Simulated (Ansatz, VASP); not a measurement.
GaSb: VASP beside Ansatz

```xyz
2
Lattice="0.0000 3.0686 3.0686 3.0686 0.0000 3.0686 3.0686 3.0686 0.0000" Properties=species:S:1:pos:R:3 pbc="T T T"
Ga    0.0000    0.0000    0.0000
Sb    1.5343    1.5343    1.5343
```

Alike in both runs: task single point; functional LDA; k mesh 6 × 6 × 6; occupations gaussian, width 0.1 eV; no spin polarisation.

|  | VASP | Ansatz |
| --- | --- | --- |
| version | VASP 6.6.1 | Ansatz 0.2.0 |
| potentials or method | VASP PAW LDA potentials, release 64 (Ga_d, Sb), cutoff 520 eV | scalar-relativistic, plane waves, PAW |
| valence electrons in the cell | 18 | 28 |

```csv
,VASP,Ansatz,Ansatz less VASP
gap on the k mesh at the Fermi level (eV),none,none,-
pressure (GPa),-1.9,-2.1,-0.17
```

Ansatz warns that its potentials were made for another functional, while VASP's fit it. LDA's correlation is that of Perdew and Zunger in VASP and of Perdew and Wang (1992) in Ansatz. A gap of «none» marks a metal or a gap that the smearing closes. VASP's potentials hold 18 valence electrons a cell and Ansatz's 28, so a difference there can come from the potentials and not from the codes.

Spin-orbit coupling is off throughout.
